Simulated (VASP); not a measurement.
# AlGa3N4 (P1) in VASP: single point with PBEsol

Aim: the single point of AlGa3N4 with PBEsol.

All numbers are computed with VASP 6.6.1; they aren't measurements. Logs are shortened: lines on timing, memory, paths and dates and some standing lists are left out, and cuts for length are marked.

## (1) The cell of the first run

The typed cell holds 8 atoms: a = 4.472 Å, b = 4.472 Å, c = 4.472 Å, α = 90.00°, β = 90.00°, γ = 90.00°.

## (2) Single point, PBEsol (atoms moved at random)

INCAR

```
SYSTEM = AlGa3N4
PREC = Accurate
ENCUT = 520
EDIFF = 1E-6
ISMEAR = 0
SIGMA = 0.05
LREAL = .FALSE.
LASPH = .TRUE.
NELM = 60
ALGO = Normal
ISIF = 2
LWAVE = .FALSE.
LCHARG = .FALSE.
GGA = PS
NBANDS = 41
```

KPOINTS

```
Automatic mesh
0
G
  6 6 6
  0 0 0
```

POSCAR

```
AlGa3N4
1.0
    4.4716853600      0.0000000000      0.0000000000
    0.0000000000      4.4716853600      0.0000000000
    0.0000000000      0.0000000000      4.4716853600
Al Ga N
1 3 4
Direct
   -0.0370343875      0.1663740490      0.0183393141
    0.4346025806      0.4878761447      0.0153813076
    0.5165350064     -0.0823061781      0.5298763297
   -0.0291301153      0.4382668724      0.4693746731
    0.7289580708      0.7780205610      0.1839229754
    0.7291217818      0.2370903924      0.7808461271
    0.3322011657      0.7763410745      0.7087317008
    0.3247458975      0.1983370840      0.2935275723
```

Potentials or basis: VASP PAW PBE potentials, release 64 (Al, Ga_d, N).

Run with:

```bash
> cat potpaw_PBE.64/Al/POTCAR potpaw_PBE.64/Ga_d/POTCAR potpaw_PBE.64/N/POTCAR > POTCAR
> mpirun -np 1 vasp_std > vasp.out
```

OUTCAR:

```text
SYSTEM = AlGa3N4
   PREC = Accurate
   ENCUT = 520
   EDIFF = 1E-6
   ISMEAR = 0
   LREAL = .FALSE.
   LASPH = .TRUE.
   NELM = 60
   ISIF = 2
   GGA = PS

 ion  position               nearest neighbor table
   1  0.963  0.166  0.018-   6 1.52   8 2.04   5 2.16   4 2.36   2 2.55   4 2.74   2 2.77
   2  0.435  0.488  0.015-   8 1.86   7 1.94   5 2.00   6 2.02   1 2.55   1 2.77   4 2.91
   3  0.517  0.918  0.530-   7 1.31   8 1.85   5 1.92   6 2.05
   4  0.971  0.438  0.469-   6 1.98   8 2.07   5 2.26   1 2.36   1 2.74   2 2.91
   5  0.729  0.778  0.184-   3 1.92   2 2.00   1 2.16   4 2.26
   6  0.729  0.237  0.781-   1 1.52   4 1.98   2 2.02   3 2.05
   7  0.332  0.776  0.709-   3 1.31   2 1.94
   8  0.325  0.198  0.294-   3 1.85   2 1.86   1 2.04   4 2.07

  LATTYP: Found a simple cubic cell.
 ALAT       =     4.4716853600

  Lattice vectors:

 A1 = (   4.4716853600,   0.0000000000,   0.0000000000)
 A2 = (   0.0000000000,   4.4716853600,   0.0000000000)
 A3 = (   0.0000000000,   0.0000000000,   4.4716853600)

Analysis of symmetry for initial positions (statically):
=====================================================================
 Subroutine PRICEL returns:
 Original cell was already a primitive cell.

 Routine SETGRP: Setting up the symmetry group for a
 simple cubic supercell.

 Subroutine GETGRP returns: Found  1 space group operations
 (whereof  1 operations were pure point group operations)
 out of a pool of 48 trial point group operations.

The static configuration has the point symmetry C_1 .

Analysis of symmetry for dynamics (positions and initial velocities):
=====================================================================
 Subroutine PRICEL returns:
 Original cell was already a primitive cell.

 Routine SETGRP: Setting up the symmetry group for a
 simple cubic supercell.

 Subroutine GETGRP returns: Found  1 space group operations
 (whereof  1 operations were pure point group operations)
 out of a pool of 48 trial point group operations.

The dynamic configuration has the point symmetry C_1 .

 Subroutine INISYM returns: Found  1 space group operations
 (whereof  1 operations are pure point group operations),
 and found     1 'primitive' translations

----------------------------------------------------------------------------------------

                                     Primitive cell

  volume of cell :      89.4157

  direct lattice vectors                    reciprocal lattice vectors
     4.471685360  0.000000000  0.000000000     0.223629330  0.000000000  0.000000000
     0.000000000  4.471685360  0.000000000     0.000000000  0.223629330  0.000000000
     0.000000000  0.000000000  4.471685360     0.000000000  0.000000000  0.223629330

  length of vectors
     4.471685360  4.471685360  4.471685360     0.223629330  0.223629330  0.223629330

  position of ions in fractional coordinates (direct lattice)
     0.962965612  0.166374049  0.018339314
     0.434602581  0.487876145  0.015381308
     0.516535006  0.917693822  0.529876330
     0.970869885  0.438266872  0.469374673
     0.728958071  0.778020561  0.183922975
     0.729121782  0.237090392  0.780846127
     0.332201166  0.776341075  0.708731701
     0.324745898  0.198337084  0.293527572

  ion indices of the primitive-cell ions
   primitive index   ion index
                 1           1
                 2           2
                 3           3
                 4           4
                 5           5
                 6           6
                 7           7
                 8           8

----------------------------------------------------------------------------------------

 KPOINTS: Automatic mesh

Automatic generation of k-mesh.
 Grid dimensions read from file:
 generate k-points for:    6    6    6

 Generating k-lattice:

  Cartesian coordinates                     Fractional coordinates (reciprocal lattice)
     0.037271555  0.000000000  0.000000000     0.166666667  0.000000000  0.000000000
     0.000000000  0.037271555  0.000000000     0.000000000  0.166666667  0.000000000
     0.000000000  0.000000000  0.037271555     0.000000000  0.000000000  0.166666667

  Length of vectors
     0.037271555  0.037271555  0.037271555

  Shift w.r.t. Gamma in fractional coordinates (k-lattice)
     0.000000000  0.000000000  0.000000000

 Subroutine IBZKPT returns following result:
 ===========================================

 Found    112 irreducible k-points:

 Following reciprocal coordinates:
            Coordinates               Weight
  0.000000  0.000000  0.000000      1.000000
  0.166667  0.000000  0.000000      2.000000
  0.000000  0.166667  0.000000      2.000000
  0.000000  0.000000  0.166667      2.000000
  0.333333  0.000000  0.000000      2.000000
  0.000000  0.333333  0.000000      2.000000
[... 16 lines left out ...]
  0.000000 -0.333333  0.166667      2.000000
 -0.166667  0.000000  0.333333      2.000000
 [... further k-points ...]
   k-points           NKPTS =    112   k-points in BZ     NKDIM =    112   number of bands    NBANDS=     41
   number of dos      NEDOS =    301   number of ions     NIONS =      8
   total plane-waves  NPLWV =  46656
   dimension x,y,z NGX =    36 NGY =   36 NGZ =   36
   dimension x,y,z NGXF=    72 NGYF=   72 NGZF=   72
   ions per type =               1   3   4
   NGX,Y,Z   is equivalent  to a cutoff of  13.38, 13.38, 13.38 a.u.
   NGXF,Y,Z  is equivalent  to a cutoff of  26.77, 26.77, 26.77 a.u.
 SYSTEM =  AlGa3N4
   PREC   = accura    normal or accurate (medium, high low for compatibility)
   ISTART =      0    job   : 0-new  1-cont  2-samecut
   ICHARG =      2    charge: 1-file 2-atom 10-const
   ISPIN  =      1    spin polarized calculation?
   LNONCOLLINEAR =      F non collinear calculations
   LSORBIT =      F    spin-orbit coupling
   LASPH  =      T    aspherical Exc in radial PAW
   ENCUT  =  520.0 eV  38.22 Ry    6.18 a.u.   8.31  8.31  8.31*2*pi/ulx,y,z
   NELM   =     60;   NELMIN=  2; NELMDL= -5     # of ELM steps
   EDIFF  = 0.1E-05   stopping-criterion for ELM
   LREAL  =      F    real-space projection
   EDIFFG = 0.1E-04   stopping-criterion for IOM
   NSW    =      0    number of steps for IOM
   IBRION =     -1    ionic relax: 0-MD 1-quasi-New 2-CG
   NFREE  =      0    steps in history (QN), initial steepest desc. (CG)
   ISIF   =      2    stress and relaxation
   ISYM   =      2    0-nonsym 1-usesym 2-fastsym
   POTIM  = 0.5000    time-step for ionic-motion
   TEBEG  =    0.0;   TEEND  =   0.0 temperature during run
   PSTRESS=    0.0 pullay stress
   NELECT =      62.0000    total number of electrons
   NUPDOWN=      -1.0000    fix difference up-down
   EMIN   =  10.00;   EMAX   =-10.00  energy-range for DOS
   EFERMI =   0.00;   METHOD = LEGACY
   ISMEAR =     0;   SIGMA  =   0.05  broadening in eV -4-tet -1-fermi 0-gaus
   EFERMI_NEDOS =   21; number of points for ismear=-14 and -15
   IALGO  =     38    algorithm
   IMIX   =      4    mixing-type and parameters
     AMIX     =   0.40;   BMIX     =  1.00
     AMIX_MAG =   1.60;   BMIX_MAG =  1.00
  volume/ion in A,a.u.               =      11.18        75.43
  Fermi-wavevector in a.u.,A,eV,Ry     =   1.448997  2.738207 28.566688  2.099592
  Thomas-Fermi vector in A             =   2.566774
   LORBIT       =      0    0 simple, 1 ext, 2 COOP (PROOUT), +10 PAW based schemes
   GGA     = PS    functional components
   LHFCALC =     F    Hartree Fock is set to
   AEXX    =    0.0000 exact exchange contribution
   IVDW    =     0    specifies the selected vdW correction
   LEPSILON=     F    determine dielectric tensor
   LRPA    =     F    only Hartree local field effects (RPA)
 non-spin polarized calculation
 Gauss-broadening in eV      SIGMA  =   0.05
  energy-cutoff  :      520.00
  volume of cell :       89.42
 maximum number of plane-waves:      2469
 NGX is ok and might be reduce to    36
   NGX = 17   NGY = 17   NGZ = 17

 number of electron      61.9999992 magnetization

 Free energy of the ion-electron system (eV)
  ---------------------------------------------------
  ext. energy  EPLUGINS =         0.00000000
  ---------------------------------------------------
  free energy    TOTEN  =       -39.06962967 eV

  energy without entropy =      -39.06962830  energy(sigma->0) =      -39.06962898

 E-fermi :   6.0270     XC(G=0): -11.7157

 val. band max:        5.9124575506   @ k =   0.5000   0.5000   0.5000
 cond. band min:       6.1415229297   @ k =   0.0000   0.0000   0.0000
 fundamental gap:      0.2290653791
 Fermi energy:         6.0269956162

 k-point     1 :       0.0000    0.0000    0.0000
  band No.  band energies     occupation
      1     -12.2292      2.00000
      2     -10.5396      2.00000
      3      -9.7101      2.00000
      4      -9.2010      2.00000
      5      -8.8429      2.00000
      6      -8.7851      2.00000
[... 33 lines left out ...]
     40      15.6387      0.00000
     41      16.6381      0.00000

 k-point     2 :       0.1667    0.0000    0.0000
  band No.  band energies     occupation
      1     -12.2123      2.00000
      2     -10.4746      2.00000
      3      -9.7367      2.00000
      4      -9.1960      2.00000
      5      -8.8403      2.00000
      6      -8.7777      2.00000
[... 33 lines left out ...]
     40      15.6870      0.00000
     41      16.2491      0.00000

 k-point     3 :       0.0000    0.1667    0.0000
  band No.  band energies     occupation
      1     -12.2041      2.00000
      2     -10.4992      2.00000
      3      -9.7059      2.00000
      4      -9.1994      2.00000
      5      -8.8401      2.00000
      6      -8.7811      2.00000
[... 875 lines left out ...]
      2     -10.3468      2.00000
      3      -9.7167      2.00000
      4      -9.1884      2.00000
      5      -8.8209      2.00000
      6      -8.7475      2.00000
[... 33 lines left out ...]
     40      15.0315      0.00000
     41      15.5483      0.00000

 k-point    24 :      -0.1667    0.0000    0.3333
  band No.  band energies     occupation
      1     -12.1346      2.00000
      2     -10.2876      2.00000
      3      -9.7863      2.00000
      4      -9.1569      2.00000
      5      -8.8046      2.00000
      6      -8.7582      2.00000
[... 33 lines left out ...]
     40      14.7597      0.00000
     41      15.1885      0.00000

 [... further k-points ...]

------------------------ aborting loop because EDIFF is reached ----------------------------------------

  FORCE on cell =-STRESS in cart. coord.  units (eV):
  Direction    XX          YY          ZZ          XY          YZ          ZX
  --------------------------------------------------------------------------------------
  -------------------------------------------------------------------------------------
  Total       29.8036444     12.6571077     36.4591511     14.1855304    -17.4334320    -14.5949094
  in kB      534.0307225    226.7938875    653.2861063    254.1806275   -312.3775120   -261.5160037
  external PRESSURE =     471.3702388 kB  Pullay stress =       0.0000000 kB

 VOLUME and BASIS-vectors are now :
 -----------------------------------------------------------------------------
  energy-cutoff  :      520.00
  volume of cell :       89.42
      direct lattice vectors                 reciprocal lattice vectors
     4.471685360  0.000000000  0.000000000     0.223629330  0.000000000  0.000000000
     0.000000000  4.471685360  0.000000000     0.000000000  0.223629330  0.000000000
     0.000000000  0.000000000  4.471685360     0.000000000  0.000000000  0.223629330

 POSITION                                       TOTAL-FORCE (eV/Angst)
 -----------------------------------------------------------------------------------
      4.30608      0.74397      0.08201         7.769122     -8.005427      7.264567
      1.94341      2.18163      0.06878         2.269716      2.693249     -1.793365
      2.30978      4.10364      2.36944        26.668993     19.619355    -24.754382
      4.34142      1.95979      2.09890         0.775146      3.094767      2.170029
      3.25967      3.47906      0.82245         2.568092     -1.137574      1.228469
      3.26040      1.06019      3.49170        -5.698988      3.636760     -8.787882
      1.48550      3.47155      3.16923       -29.510891    -22.735317     27.216411
      1.45216      0.88690      1.31256        -4.841191      2.834186     -2.543848
 -----------------------------------------------------------------------------------
    total drift:                                0.000343      0.000412     -0.000989

  FREE ENERGIE OF THE ION-ELECTRON SYSTEM (eV)
  ---------------------------------------------------
  free  energy   TOTEN  =       -39.0696296707 eV

  energy  without entropy=      -39.0696282950  energy(sigma->0) =      -39.06962898
```

Wall time 4.5 min (1 thread of Intel Xeon Platinum 8559C (Emerald Rapids), shared host); peak memory 0.44 GiB.

Results:

```
Free energy            : -39.0696 eV
Pressure               : 47.1 GPa
Largest force          : 46.136 eV/Å
Band gap on the k mesh : 0.23 eV (least direct gap 0.64 eV)
```

Forces in eV/Å, atoms in the order of the input:
```
Al    7.769  -8.005   7.265
Ga    2.270   2.693  -1.793
Ga   26.669  19.619 -24.754
Ga    0.775   3.095   2.170
N     2.568  -1.138   1.228
N    -5.699   3.637  -8.788
N   -29.511 -22.735  27.216
N    -4.841   2.834  -2.544
```

Caveat: the cell differs from its parent crystal (atoms moved at random); atoms lie so close that the PAW spheres overlap strongly, which falsifies energies and pressures; the stress differs along the axes, from 23 to 65 GPa; semilocal functionals underestimate gaps, and a narrow one can read as zero; the PAW data sets were made with another functional, which shifts forces and pressure a little.
